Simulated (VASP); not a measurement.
Write the native input for VASP 6.6.1 that does the following.

* Task: single point
* Functional: PBE
* Potentials or basis: VASP PAW PBE potentials, release 64 (Nb_sv)
* Cutoff: 520 eV
* k mesh: 6 × 6 × 2
* Occupations: gaussian, width 0.1 eV
* Spin: no spin polarisation
* Dipole correction: no
* Further INCAR settings: ALGO = Normal; EDIFF = 1e-06; NBANDS = 34

The structure of Nb lies in POSCAR:

```
Nb
1.0
    3.2197178082      0.0000000000      0.0000000000
   -1.6098589041      2.7883574149      0.0000000000
    0.0000000000      0.0000000000      8.7691501281
Nb
4
Direct
    0.0000000000      0.0000000000      0.2500000000
    0.0000000000      0.0000000000      0.7500000000
    0.3333333333      0.6666666667      0.7500000000
    0.6666666667      0.3333333333      0.2500000000
```

This isn't the form of Nb at room conditions, which is bcc.

These files were run (other wordings do the same):

INCAR

```
SYSTEM = Nb
PREC = Accurate ; ENCUT = 520
EDIFF = 1E-6 ; ISMEAR = 0
SIGMA = 0.1 ; LREAL = .False.
LASPH = .True. ; NELM = 100
ALGO = Normal ; ISIF = 2
LWAVE = .False. ; LCHARG = .True.
GGA = PE ; LELF = .True.
LVHAR = .True. ; NBANDS = 34
```

KPOINTS

```
regular mesh
0
Gamma
  6 6 2
  0 0 0
```

Potentials or basis: VASP PAW PBE potentials, release 64 (Nb_sv).

Command:

```bash
$ cat potpaw_PBE.64/Nb_sv/POTCAR > POTCAR
$ mpirun -np 1 vasp_std > vasp.out
```

Results of the run:

```json
{
  "Pressure": "163.0 GPa",
  "Band gap on the k mesh": "zero (bands 26 and 27 overlap by 3.23 eV)"
}
```

Caveat: the k points lie up to 0.38 Å⁻¹ apart, too coarse for converged energies and pressures of a metal; atoms lie so close that the PAW spheres overlap strongly, which falsifies energies and pressures.

Wall time 50 s on 1 thread of AMD EPYC 7R43 64-Core Processor (Zen 3) (shared host), peak memory 0.15 GiB.
